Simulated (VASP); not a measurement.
# BP (I-4m2) in VASP: a series of runs

Runs on BP. Level: PBE. Tasks: single point.

Program: VASP 6.6.1. These are calculated values, not measurements. Logs are shortened: lines on timing, memory, paths and dates and some standing lists are left out, and cuts for length are marked.

## Step 1: The cell of the first run

Symmetry: I-4m2, No. 119, tetragonal system. Conventional cell: a = 3.230 Å, b = 3.230 Å, c = 4.388 Å, α = 90.00°, β = 90.00°, γ = 90.00°. B (site symmetry -4m2) has 4 P at 1.95 Å within 2.6 Å. P (site symmetry -4m2) has 4 B at 1.95 Å within 2.6 Å.

## Step 2: Single point, PBE (11.45 Å³/atom)

INCAR

```
SYSTEM = BP
  ALGO = Normal
  EDIFF = 1E-6
  ENCUT = 520
  GGA = PE
  ISIF = 2
  ISMEAR = 0
  LASPH = .True.
  LCHARG = .False.
  LREAL = .False.
  LWAVE = .False.
  NBANDS = 11
  NELM = 60
  PREC = Accurate
  SIGMA = 0.05
```

KPOINTS

```
k-points
0
Gamma
  12 12 12
  0 0 0
```

POSCAR

```
BP
1.0
    0.0000000000      2.1941127905      2.2841065901
    2.2841065901      0.0000000000      2.2841065901
    2.2841065901      2.1941127905      0.0000000000
B P
1 1
Direct
    0.0000000000      0.0000000000      0.0000000000
    0.7500000000      0.7500000000      0.7500000000
```

Potentials or basis: VASP PAW PBE potentials, release 64 (B, P).

Command:

```bash
cat potpaw_PBE.64/B/POTCAR potpaw_PBE.64/P/POTCAR > POTCAR
mpirun -np 1 vasp_std > vasp.out
```

OUTCAR:

```text
SYSTEM = BP
   EDIFF = 1E-6
   ENCUT = 520
   GGA = PE
   ISIF = 2
   ISMEAR = 0
   LASPH = .True.
   LREAL = .False.
   NELM = 60
   PREC = Accurate

 ion  position               nearest neighbor table
   1  0.000  0.000  0.000-   2 1.95   2 1.95   2 1.95   2 1.95
   2  0.750  0.750  0.750-   1 1.95   1 1.95   1 1.95   1 1.95

  LATTYP: Found a body centered tetragonal cell.
 ALAT       =     3.2302145176
 C/A-ratio  =     1.3584935480

  Lattice vectors:

 A1 = (   0.0000000000,  -2.1941127905,   2.2841065901)
 A2 = (   0.0000000000,  -2.1941127905,  -2.2841065901)
 A3 = (   2.2841065901,   2.1941127905,   0.0000000000)

Analysis of symmetry for initial positions (statically):
=====================================================================
 Subroutine PRICEL returns:
 Original cell was already a primitive cell.

 Routine SETGRP: Setting up the symmetry group for a
 body centered tetragonal supercell.

 Subroutine GETGRP returns: Found  8 space group operations
 (whereof  8 operations were pure point group operations)
 out of a pool of 16 trial point group operations.

The static configuration has the point symmetry D_2d.

Analysis of symmetry for dynamics (positions and initial velocities):
=====================================================================
 Subroutine PRICEL returns:
 Original cell was already a primitive cell.

 Routine SETGRP: Setting up the symmetry group for a
 body centered tetragonal supercell.

 Subroutine GETGRP returns: Found  8 space group operations
 (whereof  8 operations were pure point group operations)
 out of a pool of 16 trial point group operations.

The dynamic configuration has the point symmetry D_2d.

 Subroutine INISYM returns: Found  8 space group operations
 (whereof  8 operations are pure point group operations),
 and found     1 'primitive' translations

----------------------------------------------------------------------------------------

                                     Primitive cell

  volume of cell :      22.8940

  direct lattice vectors                    reciprocal lattice vectors
     0.000000000  2.194112791  2.284106590    -0.218903970  0.227882542  0.218903970
     2.284106590  0.000000000  2.284106590     0.218903970 -0.227882542  0.218903970
     2.284106590  2.194112791  0.000000000     0.218903970  0.227882542 -0.218903970

  length of vectors
     3.167218630  3.230214518  3.167218630     0.384406489  0.384406489  0.384406489

  position of ions in fractional coordinates (direct lattice)
     0.000000000  0.000000000  0.000000000
     0.750000000  0.750000000  0.750000000

  ion indices of the primitive-cell ions
   primitive index   ion index
                 1           1
                 2           2

----------------------------------------------------------------------------------------

 KPOINTS: k-points

Automatic generation of k-mesh.
 Grid dimensions read from file:
 generate k-points for:   12   12   12

 Generating k-lattice:

  Cartesian coordinates                     Fractional coordinates (reciprocal lattice)
    -0.018241997  0.018990212  0.018241997     0.083333333  0.000000000  0.000000000
     0.018241997 -0.018990212  0.018241997     0.000000000  0.083333333  0.000000000
     0.018241997  0.018990212 -0.018241997     0.000000000  0.000000000  0.083333333

  Length of vectors
     0.032033874  0.032033874  0.032033874

  Shift w.r.t. Gamma in fractional coordinates (k-lattice)
     0.000000000  0.000000000  0.000000000

 Subroutine IBZKPT returns following result:
 ===========================================

 Found    163 irreducible k-points:

 Following reciprocal coordinates:
            Coordinates               Weight
  0.000000  0.000000  0.000000      1.000000
  0.083333  0.000000 -0.000000      8.000000
  0.166667  0.000000  0.000000      8.000000
  0.250000  0.000000 -0.000000      8.000000
  0.333333  0.000000 -0.000000      8.000000
  0.416667  0.000000  0.000000      8.000000
[... 16 lines left out ...]
  0.500000  0.166667 -0.000000     16.000000
 -0.416667  0.166667 -0.000000     16.000000
 [... further k-points ...]
   k-points           NKPTS =    163   k-points in BZ     NKDIM =    163   number of bands    NBANDS=     11
   number of dos      NEDOS =    301   number of ions     NIONS =      2
   total plane-waves  NPLWV =  13824
   dimension x,y,z NGX =    24 NGY =   24 NGZ =   24
   dimension x,y,z NGXF=    48 NGYF=   48 NGZF=   48
   ions per type =               1   1
   NGX,Y,Z   is equivalent  to a cutoff of  12.60, 12.35, 12.60 a.u.
   NGXF,Y,Z  is equivalent  to a cutoff of  25.19, 24.70, 25.19 a.u.
 SYSTEM =  BP
   PREC   = accura    normal or accurate (medium, high low for compatibility)
   ISTART =      0    job   : 0-new  1-cont  2-samecut
   ICHARG =      2    charge: 1-file 2-atom 10-const
   ISPIN  =      1    spin polarized calculation?
   LNONCOLLINEAR =      F non collinear calculations
   LSORBIT =      F    spin-orbit coupling
   LASPH  =      T    aspherical Exc in radial PAW
   ENCUT  =  520.0 eV  38.22 Ry    6.18 a.u.   5.89  6.01  5.89*2*pi/ulx,y,z
   NELM   =     60;   NELMIN=  2; NELMDL= -5     # of ELM steps
   EDIFF  = 0.1E-05   stopping-criterion for ELM
   LREAL  =      F    real-space projection
   EDIFFG = 0.1E-04   stopping-criterion for IOM
   NSW    =      0    number of steps for IOM
   IBRION =     -1    ionic relax: 0-MD 1-quasi-New 2-CG
   NFREE  =      0    steps in history (QN), initial steepest desc. (CG)
   ISIF   =      2    stress and relaxation
   ISYM   =      2    0-nonsym 1-usesym 2-fastsym
   POTIM  = 0.5000    time-step for ionic-motion
   TEBEG  =    0.0;   TEEND  =   0.0 temperature during run
   PSTRESS=    0.0 pullay stress
   NELECT =       8.0000    total number of electrons
   NUPDOWN=      -1.0000    fix difference up-down
   EMIN   =  10.00;   EMAX   =-10.00  energy-range for DOS
   EFERMI =   0.00;   METHOD = LEGACY
   ISMEAR =     0;   SIGMA  =   0.05  broadening in eV -4-tet -1-fermi 0-gaus
   EFERMI_NEDOS =   21; number of points for ismear=-14 and -15
   IALGO  =     38    algorithm
   IMIX   =      4    mixing-type and parameters
     AMIX     =   0.40;   BMIX     =  1.00
     AMIX_MAG =   1.60;   BMIX_MAG =  1.00
  volume/ion in A,a.u.               =      11.45        77.25
  Fermi-wavevector in a.u.,A,eV,Ry     =   1.153093  2.179029 18.090620  1.329623
  Thomas-Fermi vector in A             =   2.289739
   LORBIT       =      0    0 simple, 1 ext, 2 COOP (PROOUT), +10 PAW based schemes
   GGA     = PE    functional components
   LHFCALC =     F    Hartree Fock is set to
   AEXX    =    0.0000 exact exchange contribution
   IVDW    =     0    specifies the selected vdW correction
   LEPSILON=     F    determine dielectric tensor
   LRPA    =     F    only Hartree local field effects (RPA)
 non-spin polarized calculation
 Gauss-broadening in eV      SIGMA  =   0.05
  energy-cutoff  :      520.00
  volume of cell :       22.89
 maximum number of plane-waves:       632
   NGX = 11   NGY = 13   NGZ = 11

 number of electron       8.0000001 magnetization

 Free energy of the ion-electron system (eV)
  ---------------------------------------------------
  ext. energy  EPLUGINS =         0.00000000
  ---------------------------------------------------
  free energy    TOTEN  =       -12.90268843 eV

  energy without entropy =      -12.90268843  energy(sigma->0) =      -12.90268843

 E-fermi :   8.1674     XC(G=0): -10.9969

 val. band max:        7.9311259536   @ k =   0.0000   0.0000   0.0000
 cond. band min:       8.5366286098   @ k =   0.4167   0.0000   0.4167
 fundamental gap:      0.6055026562
 Fermi energy:         8.1673545730

 k-point     1 :       0.0000    0.0000    0.0000
  band No.  band energies     occupation
      1      -7.9663      2.00000
      2       7.5515      2.00000
      3       7.5515      2.00000
      4       7.9311      2.00000
      5      10.9641      0.00000
      6      11.1947      0.00000
      7      11.1947      0.00000
      8      15.3396      0.00000
      9      19.3309      0.00000
     10      19.3327      0.00000
     11      20.3433      0.00000

 k-point     2 :       0.0833    0.0000   -0.0000
  band No.  band energies     occupation
      1      -7.8388      2.00000
      2       6.6842      2.00000
      3       7.3238      2.00000
      4       7.6210      2.00000
      5      11.2453      0.00000
      6      11.4872      0.00000
      7      11.5819      0.00000
      8      15.6937      0.00000
      9      18.8699      0.00000
     10      19.6770      0.00000
     11      19.7925      0.00000

 k-point     3 :       0.1667    0.0000    0.0000
  band No.  band energies     occupation
      1      -7.4595      2.00000
      2       4.8057      2.00000
      3       6.8389      2.00000
      4       7.1699      2.00000
      5      11.6231      0.00000
      6      12.0618      0.00000
      7      12.1415      0.00000
      8      16.5746      0.00000
      9      18.3446      0.00000
     10      18.9159      0.00000
     11      20.6252      0.00000

 k-point     4 :       0.2500    0.0000   -0.0000
  band No.  band energies     occupation
      1      -6.8402      2.00000
      2       2.7716      2.00000
      3       6.3477      2.00000
      4       6.7407      2.00000
      5      11.6516      0.00000
      6      12.4212      0.00000
      7      12.6526      0.00000
      8      17.4690      0.00000
      9      18.5750      0.00000
     10      18.7688      0.00000
     11      20.9729      0.00000
[... 239 lines left out ...]
 k-point    22 :       0.4167    0.1667   -0.0000
  band No.  band energies     occupation
      1      -5.3151      2.00000
      2       0.6021      2.00000
      3       4.3771      2.00000
      4       5.1260      2.00000
      5      10.9599      0.00000
      6      13.8966      0.00000
      7      14.8317      0.00000
      8      15.2836      0.00000
      9      20.6333      0.00000
     10      22.2916      0.00000
     11      23.3179      0.00000

 k-point    23 :       0.5000    0.1667   -0.0000
  band No.  band energies     occupation
      1      -4.4432      2.00000
      2      -0.7606      2.00000
      3       3.8877      2.00000
      4       5.2023      2.00000
      5      11.1111      0.00000
      6      13.7192      0.00000
      7      14.5838      0.00000
      8      16.9427      0.00000
      9      20.2377      0.00000
     10      22.4029      0.00000
     11      23.9535      0.00000

 k-point    24 :      -0.4167    0.1667   -0.0000
  band No.  band energies     occupation
      1      -4.2233      2.00000
      2      -1.0542      2.00000
      3       3.5701      2.00000
      4       5.4678      2.00000
      5      11.3915      0.00000
      6      13.5553      0.00000
      7      14.3387      0.00000
      8      18.2700      0.00000
      9      19.6980      0.00000
     10      20.7313      0.00000
     11      23.8635      0.00000

 [... further k-points ...]

------------------------ aborting loop because EDIFF is reached ----------------------------------------

  FORCE on cell =-STRESS in cart. coord.  units (eV):
  Direction    XX          YY          ZZ          XY          YZ          ZX
  --------------------------------------------------------------------------------------
  -------------------------------------------------------------------------------------
  Total        0.1272655      1.6057110      0.1272655      0.0000000      0.0000000      0.0000000
  in kB        8.9063499    112.3715300      8.9063499      0.0000000      0.0000000      0.0000000
  external PRESSURE =      43.3947432 kB  Pullay stress =       0.0000000 kB

 VOLUME and BASIS-vectors are now :
 -----------------------------------------------------------------------------
  energy-cutoff  :      520.00
  volume of cell :       22.89
      direct lattice vectors                 reciprocal lattice vectors
     0.000000000  2.194112791  2.284106590    -0.218903970  0.227882542  0.218903970
     2.284106590  0.000000000  2.284106590     0.218903970 -0.227882542  0.218903970
     2.284106590  2.194112791  0.000000000     0.218903970  0.227882542 -0.218903970

 POSITION                                       TOTAL-FORCE (eV/Angst)
 -----------------------------------------------------------------------------------
      0.00000      0.00000      0.00000        -0.000000      0.000000     -0.000000
      3.42616      3.29117      3.42616         0.000000     -0.000000      0.000000
 -----------------------------------------------------------------------------------
    total drift:                               -0.000000      0.000000     -0.000000

  FREE ENERGIE OF THE ION-ELECTRON SYSTEM (eV)
  ---------------------------------------------------
  free  energy   TOTEN  =       -12.9026884325 eV

  energy  without entropy=      -12.9026884325  energy(sigma->0) =      -12.90268843
```

Wall time 37 s (1 thread of Intel Xeon 8259CL, shared host); peak memory 0.16 GiB.

Results:

```
Free energy            : -12.9027 eV
Pressure               : 4.3 GPa
Band gap on the k mesh : 0.61 eV (least direct gap 3.03 eV)
```

Stress tensor (GPa, compression positive):
```
 0.89  0.00  0.00
 0.00 11.24  0.00
 0.00  0.00  0.89
```

Levels at points of the mesh, in eV from the valence-band top:
| k point | band 1 | band 2 | band 3 | band 4 | band 5 | band 6 | band 7 | band 8 |
| --- | --- | --- | --- | --- | --- | --- | --- | --- |
| (0.00, 0.00, 0.00) | -15.90 | -0.38 | -0.38 | 0.00 | 3.03 | 3.26 | 3.26 | 7.41 |
| (0.50, 0.00, 0.00) | -12.49 | -9.43 | -2.29 | -1.78 | 3.46 | 4.27 | 4.87 | 9.96 |
| (0.50, 0.50, 0.00) | -11.07 | -9.06 | -4.33 | -4.25 | 1.20 | 1.58 | 11.59 | 12.43 |
| (0.50, 0.00, 0.50) | -10.67 | -8.69 | -4.72 | -4.72 | 0.74 | 1.01 | 12.03 | 12.03 |

Caveat: the cell stands under pressure. A k mesh can miss the band edges.

## Step 3: Single point, PBE (11.45 Å³/atom)

INCAR

```
SYSTEM = BP
ALGO = Normal
EDIFF = 1E-6
ENCUT = 520
GGA = PE
ISIF = 2
ISMEAR = 0
LASPH = .TRUE.
LCHARG = .FALSE.
LREAL = .FALSE.
LWAVE = .FALSE.
NBANDS = 11
NELM = 80
PREC = Accurate
SIGMA = 0.05
```

KPOINTS

```
k-points
0
G
  12 12 12
  0 0 0
```

POSCAR

```
BP
1.0
    0.0000000000      2.1361690485      2.3148775992
    2.3148775992      0.0000000000      2.3148775992
    2.3148775992      2.1361690485      0.0000000000
B P
1 1
Direct
    0.0000000000      0.0000000000      0.0000000000
    0.7500000000      0.7500000000      0.7500000000
```

Potentials or basis: VASP PAW PBE potentials, release 64 (B, P).

Command:

```bash
cat potpaw_PBE.64/B/POTCAR potpaw_PBE.64/P/POTCAR > POTCAR
mpirun -np 1 vasp_std > vasp.out
```

It took 35 s on 1 thread of Intel Xeon 8259CL, shared host; peak memory 0.16 GiB.

It converged, with:

```
Free energy            : -12.8454 eV
Pressure               : 4.2 GPa
Band gap on the k mesh : 0.02 eV (least direct gap 2.67 eV)
```

Stress tensor (GPa, compression positive):
```
-2.24  0.00  0.00
 0.00 17.13  0.00
 0.00  0.00 -2.24
```

Levels at points of the mesh, in eV from the valence-band top:
| k point | band 1 | band 2 | band 3 | band 4 | band 5 | band 6 | band 7 | band 8 | band 9 |
| --- | --- | --- | --- | --- | --- | --- | --- | --- | --- |
| (0.00, 0.00, 0.00) | -16.13 | -0.73 | -0.73 | 0.00 | 2.67 | 3.14 | 3.14 | 7.12 | 10.65 |
| (0.50, 0.00, 0.00) | -12.72 | -9.66 | -2.76 | -1.79 | 2.91 | 3.84 | 5.18 | 9.80 | 13.29 |
| (0.50, 0.50, 0.00) | -11.42 | -9.41 | -4.44 | -4.28 | 1.14 | 1.56 | 10.84 | 12.35 | 14.07 |
| (0.50, 0.00, 0.50) | -10.64 | -8.66 | -5.21 | -5.21 | 0.22 | 0.41 | 11.76 | 11.76 | 15.46 |

Caveat: the cell stands under pressure. A k mesh can miss the band edges.
